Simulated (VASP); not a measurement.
# Al (P6_3/mmc) in VASP: a series of runs

The runs below take Al through single point, with r2SCAN.

Program: VASP 6.6.1. These are calculated values, not measurements. Logs are shortened: lines on timing, memory, paths and dates and some standing lists are left out, and cuts for length are marked.

## Step 1: The cell of the first run

It takes space group P6_3/mmc (No. 194, hexagonal). Conventional cell: a = 2.391 Å, b = 2.391 Å, c = 4.867 Å, α = 90.00°, β = 90.00°, γ = 120.00°. Within 3.2 Å of Al (site symmetry -6m2) lie 12 Al at 2.39 to 2.80 Å.

## Step 2: Single point, r2SCAN (strain -0.1500 x Voigt [1, 1, 0, 0, 0, 0])

The input, POSCAR:

```
Al
1.0
    2.3905870488      0.0000000000      0.0000000000
   -1.1952935244      2.0703091142      0.0000000000
    0.0000000000      0.0000000000      4.8668500000
Al
2
Direct
    0.6666666667      0.3333333333      0.7500000000
    0.3333333333      0.6666666667      0.2500000000
```

The input, INCAR.step1:

```
ALGO = Normal
EDIFF = 1E-4
ENCUT = 520
GGA = PE
ISMEAR = 0
LASPH = T
LCHARG = F
LREAL = F
LWAVE = T
NBANDS = 10
NELM = 80
PREC = Accurate
SIGMA = 0.15
```

The input, INCAR.step2:

```
ALGO = Normal
EDIFF = 1E-7
ENCUT = 520
ISIF = 2
ISMEAR = 0
ISTART = 1
LASPH = T
LCHARG = F
LMIXTAU = T
LREAL = F
LWAVE = F
METAGGA = R2SCAN
NBANDS = 10
NELM = 80
PREC = Accurate
SIGMA = 0.15
```

The input, KPOINTS:

```
k-points
0
Gamma
  18 18 10
```

Potentials or basis: VASP PAW PBE potentials, release 64 (Al).

The run is started by

```bash
> cat potpaw_PBE.64/Al/POTCAR > POTCAR
> cp INCAR.step1 INCAR
> mpirun -np 1 vasp_std > vasp.out
> cp INCAR.step2 INCAR
> mpirun -np 1 vasp_std > vasp.out
```

OUTCAR:

```text
EDIFF = 1E-7
   ENCUT = 520
   ISIF = 2
   ISMEAR = 0
   ISTART = 1
   LASPH = T
   LREAL = F
   METAGGA = R2SCAN
   NELM = 80
   PREC = Accurate

 ion  position               nearest neighbor table
   1  0.667  0.333  0.750-   2 2.80   2 2.80   2 2.80   2 2.80   2 2.80   2 2.80
   2  0.333  0.667  0.250-   1 2.80   1 2.80   1 2.80   1 2.80   1 2.80   1 2.80

  LATTYP: Found a hexagonal cell.
 ALAT       =     2.3905870488
 C/A-ratio  =     2.0358388549

  Lattice vectors:

 A1 = (   2.3905870488,   0.0000000000,   0.0000000000)
 A2 = (  -1.1952935244,   2.0703091142,   0.0000000000)
 A3 = (   0.0000000000,   0.0000000000,   4.8668500000)

Analysis of symmetry for initial positions (statically):
=====================================================================
 Subroutine PRICEL returns:
 Original cell was already a primitive cell.

 Routine SETGRP: Setting up the symmetry group for a
 hexagonal supercell.

 Subroutine GETGRP returns: Found 24 space group operations
 (whereof 12 operations were pure point group operations)
 out of a pool of 24 trial point group operations.

The static configuration has the point symmetry D_3d.
 The point group associated with its full space group is D_6h.

Analysis of symmetry for dynamics (positions and initial velocities):
=====================================================================
 Subroutine PRICEL returns:
 Original cell was already a primitive cell.

 Routine SETGRP: Setting up the symmetry group for a
 hexagonal supercell.

 Subroutine GETGRP returns: Found 24 space group operations
 (whereof 12 operations were pure point group operations)
 out of a pool of 24 trial point group operations.

The dynamic configuration has the point symmetry D_3d.
 The point group associated with its full space group is D_6h.

 Subroutine INISYM returns: Found 24 space group operations
 (whereof 12 operations are pure point group operations),
 and found     1 'primitive' translations

----------------------------------------------------------------------------------------

                                     Primitive cell

  volume of cell :      24.0873

  direct lattice vectors                    reciprocal lattice vectors
     2.390587049  0.000000000  0.000000000     0.418307294  0.241509829  0.000000000
    -1.195293524  2.070309114  0.000000000     0.000000000  0.483019658  0.000000000
     0.000000000  0.000000000  4.866850000     0.000000000  0.000000000  0.205471712

  length of vectors
     2.390587049  2.390587049  4.866850000     0.483019658  0.483019658  0.205471712

  position of ions in fractional coordinates (direct lattice)
     0.666666667  0.333333333  0.750000000
     0.333333333  0.666666667  0.250000000

  ion indices of the primitive-cell ions
   primitive index   ion index
                 1           1
                 2           2

----------------------------------------------------------------------------------------

 KPOINTS: k-points

Automatic generation of k-mesh.
 Grid dimensions read from file:
 generate k-points for:   18   18   10

 Generating k-lattice:

  Cartesian coordinates                     Fractional coordinates (reciprocal lattice)
     0.023239294  0.013417213  0.000000000     0.055555556  0.000000000  0.000000000
     0.000000000  0.026834425  0.000000000     0.000000000  0.055555556  0.000000000
     0.000000000  0.000000000  0.020547171     0.000000000  0.000000000  0.100000000

  Length of vectors
     0.026834425  0.026834425  0.020547171

  Shift w.r.t. Gamma in fractional coordinates (k-lattice)
     0.000000000  0.000000000  0.000000000

 Subroutine IBZKPT returns following result:
 ===========================================

 Found    222 irreducible k-points:

 Following reciprocal coordinates:
            Coordinates               Weight
  0.000000  0.000000  0.000000      1.000000
  0.055556 -0.000000  0.000000      6.000000
  0.111111 -0.000000  0.000000      6.000000
  0.166667  0.000000  0.000000      6.000000
  0.222222  0.000000  0.000000      6.000000
  0.277778  0.000000  0.000000      6.000000
[... 16 lines left out ...]
  0.333333  0.111111  0.000000     12.000000
  0.388889  0.111111  0.000000     12.000000
 [... further k-points ...]
   k-points           NKPTS =    222   k-points in BZ     NKDIM =    222   number of bands    NBANDS=     10
   number of dos      NEDOS =    301   number of ions     NIONS =      2
   total plane-waves  NPLWV =  11664
   dimension x,y,z NGX =    18 NGY =   18 NGZ =   36
   dimension x,y,z NGXF=    36 NGYF=   36 NGZF=   72
   ions per type =               2
   NGX,Y,Z   is equivalent  to a cutoff of  12.52, 12.52, 12.30 a.u.
   NGXF,Y,Z  is equivalent  to a cutoff of  25.04, 25.04, 24.59 a.u.
 SYSTEM =  unknown system
   PREC   = accura    normal or accurate (medium, high low for compatibility)
   ISTART =      1    job   : 0-new  1-cont  2-samecut
   ICHARG =      0    charge: 1-file 2-atom 10-const
   ISPIN  =      1    spin polarized calculation?
   LNONCOLLINEAR =      F non collinear calculations
   LSORBIT =      F    spin-orbit coupling
   LASPH  =      T    aspherical Exc in radial PAW
   ENCUT  =  520.0 eV  38.22 Ry    6.18 a.u.   4.44  4.44  9.05*2*pi/ulx,y,z
   NELM   =     80;   NELMIN=  2; NELMDL=  0     # of ELM steps
   EDIFF  = 0.1E-06   stopping-criterion for ELM
   LREAL  =      F    real-space projection
   EDIFFG = 0.1E-05   stopping-criterion for IOM
   NSW    =      0    number of steps for IOM
   IBRION =     -1    ionic relax: 0-MD 1-quasi-New 2-CG
   NFREE  =      0    steps in history (QN), initial steepest desc. (CG)
   ISIF   =      2    stress and relaxation
   ISYM   =      2    0-nonsym 1-usesym 2-fastsym
   POTIM  = 0.5000    time-step for ionic-motion
   TEBEG  =    0.0;   TEEND  =   0.0 temperature during run
   PSTRESS=    0.0 pullay stress
   NELECT =       6.0000    total number of electrons
   NUPDOWN=      -1.0000    fix difference up-down
   EMIN   =  10.00;   EMAX   =-10.00  energy-range for DOS
   EFERMI =   0.00;   METHOD = LEGACY
   ISMEAR =     0;   SIGMA  =   0.15  broadening in eV -4-tet -1-fermi 0-gaus
   EFERMI_NEDOS =   21; number of points for ismear=-14 and -15
   IALGO  =     38    algorithm
   IMIX   =      4    mixing-type and parameters
     AMIX     =   0.40;   BMIX     =  1.00
     AMIX_MAG =   1.60;   BMIX_MAG =  1.00
  volume/ion in A,a.u.               =      12.04        81.27
  Fermi-wavevector in a.u.,A,eV,Ry     =   1.030060  1.946532 14.436113  1.061024
  Thomas-Fermi vector in A             =   2.164139
   LORBIT       =      0    0 simple, 1 ext, 2 COOP (PROOUT), +10 PAW based schemes
   METAGGA = R2SCAN    functional components
   LHFCALC =     F    Hartree Fock is set to
   AEXX    =    0.0000 exact exchange contribution
   IVDW    =     0    specifies the selected vdW correction
   LEPSILON=     F    determine dielectric tensor
   LRPA    =     F    only Hartree local field effects (RPA)
 non-spin polarized calculation
 Gauss-broadening in eV      SIGMA  =   0.15
  energy-cutoff  :      520.00
  volume of cell :       24.09
 maximum number of plane-waves:       678
 NGX is ok and might be reduce to    18
   NGX =  9   NGY =  9   NGZ = 19

 number of electron       6.0000000 magnetization

 Free energy of the ion-electron system (eV)
  ---------------------------------------------------
  ext. energy  EPLUGINS =         0.00000000
  ---------------------------------------------------
  free energy    TOTEN  =       -11.78723537 eV

  energy without entropy =      -11.77842073  energy(sigma->0) =      -11.78282805

 E-fermi :  11.5627     XC(G=0): -12.1182

 val. band max:       11.5469283166   @ k =   0.3889   0.0556   0.4000
 cond. band min:      11.5715495963   @ k =   0.3889   0.2222   0.0000
 fundamental gap:      0.0246212796
 Fermi energy:        11.5627325948

 k-point     1 :       0.0000    0.0000    0.0000
  band No.  band energies     occupation
      1      -2.5737      2.00000
      2       3.6845      2.00000
      3       4.0066      2.00000
      4      20.9912      0.00000
      5      22.4802      0.00000
      6      28.5889      0.00000
      7      28.5889      0.00000
      8      29.6952      0.00000
      9      29.6952      0.00000
     10      33.6208      0.00000

 k-point     2 :       0.0556   -0.0000    0.0000
  band No.  band energies     occupation
      1      -2.4615      2.00000
      2       3.7921      2.00000
      3       4.1105      2.00000
      4      21.0552      0.00000
      5      22.5626      0.00000
      6      26.8606      0.00000
      7      27.9748      0.00000
      8      28.6581      0.00000
      9      30.0757      0.00000
     10      33.6125      0.00000

 k-point     3 :       0.1111   -0.0000    0.0000
  band No.  band energies     occupation
      1      -2.1259      2.00000
      2       4.1126      2.00000
      3       4.4225      2.00000
      4      21.1792      0.00000
      5      22.8076      0.00000
      6      24.1343      0.00000
      7      26.5866      0.00000
      8      27.0051      0.00000
      9      30.3128      0.00000
     10      30.8329      0.00000

 k-point     4 :       0.1667    0.0000    0.0000
  band No.  band energies     occupation
      1      -1.5694      2.00000
      2       4.6396      2.00000
      3       4.9429      2.00000
      4      20.4568      0.00000
      5      22.3560      0.00000
      6      23.2002      0.00000
      7      24.3494      0.00000
      8      26.0689      0.00000
      9      27.7472      0.00000
     10      30.1597      0.00000
[... 222 lines left out ...]
 k-point    22 :       0.2778    0.1111    0.0000
  band No.  band energies     occupation
      1       1.6950      2.00000
      2       7.5424      2.00000
      3       8.0775      2.00000
      4      13.3008      0.00000
      5      17.0829      0.00000
      6      19.4303      0.00000
      7      21.1521      0.00000
      8      23.6875      0.00000
      9      25.0530      0.00000
     10      26.0976      0.00000

 k-point    23 :       0.3333    0.1111    0.0000
  band No.  band energies     occupation
      1       3.0655      2.00000
      2       8.4051      2.00000
      3       9.4412      2.00000
      4      11.4188      1.82508
      5      15.5332      0.00000
      6      17.0209      0.00000
      7      20.3365      0.00000
      8      23.7035      0.00000
      9      24.6112      0.00000
     10      27.1001      0.00000

 k-point    24 :       0.3889    0.1111    0.0000
  band No.  band energies     occupation
      1       4.5977      2.00000
      2       7.9669      2.00000
      3      11.0178      2.00000
      4      11.1201      1.99997
      5      13.9864      0.00000
      6      14.8098      0.00000
      7      19.8529      0.00000
      8      23.6826      0.00000
      9      24.3096      0.00000
     10      28.3301      0.00000

 [... further k-points ...]
[... 5 lines left out ...]
  --------------------------------------------------------------------------------------
  -------------------------------------------------------------------------------------
  Total       12.4116407     12.4116407      1.7037982     -0.0000000      0.0000000      0.0000000
  in kB      825.5664942    825.5664942    113.3289901     -0.0000000      0.0000000      0.0000000
  external PRESSURE =     588.1539928 kB  Pullay stress =       0.0000000 kB

 VOLUME and BASIS-vectors are now :
 -----------------------------------------------------------------------------
  energy-cutoff  :      520.00
  volume of cell :       24.09
      direct lattice vectors                 reciprocal lattice vectors
     2.390587049  0.000000000  0.000000000     0.418307294  0.241509829  0.000000000
    -1.195293524  2.070309114  0.000000000     0.000000000  0.483019658  0.000000000
     0.000000000  0.000000000  4.866850000     0.000000000  0.000000000  0.205471712

 POSITION                                       TOTAL-FORCE (eV/Angst)
 -----------------------------------------------------------------------------------
      1.19529      0.69010      3.65014        -0.000000      0.000000      0.000000
     -0.00000      1.38021      1.21671         0.000000     -0.000000      0.000000
 -----------------------------------------------------------------------------------
    total drift:                                0.000000     -0.000000      0.000000

  FREE ENERGIE OF THE ION-ELECTRON SYSTEM (eV)
  ---------------------------------------------------
  free  energy   TOTEN  =       -11.7872353670 eV

  energy  without entropy=      -11.7784207319  energy(sigma->0) =      -11.78282805
```

It took 95 s on 1 thread of Intel Xeon Platinum 8488C (Sapphire Rapids), shared host; peak memory 0.16 GiB.

What came out:

| Quantity | Value |
| --- | --- |
| Free energy | -11.7872 eV |
| Pressure | 58.8 GPa |
| Band gap on the k mesh | zero (band 3 reaches 14.55 eV, above the bottom of band 4 at 8.73 eV) |

Caveat: the cell differs from its parent crystal (strain -0.1500 x Voigt [1, 1, 0, 0, 0, 0]); the PAW data sets were made with another functional, which shifts forces and pressure a little.

## Step 3: Single point, r2SCAN (strain -0.1125 x Voigt [1, 1, 0, 0, 0, 0])

The input, POSCAR:

```
Al
1.0
    2.4960541245      0.0000000000      0.0000000000
   -1.2480270622      2.1616462810      0.0000000000
    0.0000000000      0.0000000000      4.8668500000
Al
2
Direct
    0.6666666667      0.3333333333      0.7500000000
    0.3333333333      0.6666666667      0.2500000000
```

The input, INCAR.step1:

```
PREC = Accurate
ENCUT = 520
ISMEAR = 0
SIGMA = 0.15
LREAL = F
LASPH = T
NELM = 80
NBANDS = 10
GGA = PE
ALGO = Normal
EDIFF = 1E-4
LWAVE = T
LCHARG = F
```

The input, INCAR.step2:

```
PREC = Accurate
ENCUT = 520
EDIFF = 1E-6
ISMEAR = 0
SIGMA = 0.15
LREAL = F
LASPH = T
NELM = 80
ALGO = Normal
ISIF = 2
LWAVE = F
LCHARG = F
METAGGA = R2SCAN
LMIXTAU = T
NBANDS = 10
ISTART = 1
```

The input, KPOINTS:

```
regular mesh
0
Gamma
  18 18 10
```

Potentials or basis: VASP PAW PBE potentials, release 64 (Al).

The run is started by

```bash
> cat potpaw_PBE.64/Al/POTCAR > POTCAR
> cp INCAR.step1 INCAR
> mpirun -np 1 vasp_std > vasp.out
> cp INCAR.step2 INCAR
> mpirun -np 1 vasp_std > vasp.out
```

Run time: 95 s. Hardware: 1 thread of Intel Xeon Platinum 8488C (Sapphire Rapids), shared host; peak memory 0.17 GiB.

The run converged. Its results:

```yaml
Free_energy: -12.6452 eV
Pressure: 33.4 GPa
Band_gap_on_the_k_mesh: zero (band 3 reaches 13.65 eV, above the bottom of band 4 at 7.55 eV)
```

Stress tensor (GPa, compression positive):
```
46.60  0.00  0.00
 0.00 46.60  0.00
 0.00  0.00  7.00
```

Levels at points of the mesh, in eV from the Fermi level:
| k point | band 1 | band 2 | band 3 | band 4 | band 5 | band 6 |
| --- | --- | --- | --- | --- | --- | --- |
| (0.00, 0.00, 0.00) | -13.46 | -7.14 | -6.90 | 10.17 | 11.68 | 15.71 |
| (0.50, 0.00, 0.00) | -5.76 | -5.21 | 0.24 | 0.83 | 1.05 | 1.50 |
| (0.00, 0.00, 0.50) | -11.83 | -11.83 | 0.68 | 0.68 | 16.37 | 16.37 |
| (0.50, 0.00, 0.50) | -4.63 | -4.63 | -2.94 | -2.94 | 7.52 | 7.52 |

Caveat: the cell differs from its parent crystal (strain -0.1125 x Voigt [1, 1, 0, 0, 0, 0]); the PAW data sets were made with another functional, which shifts forces and pressure a little.
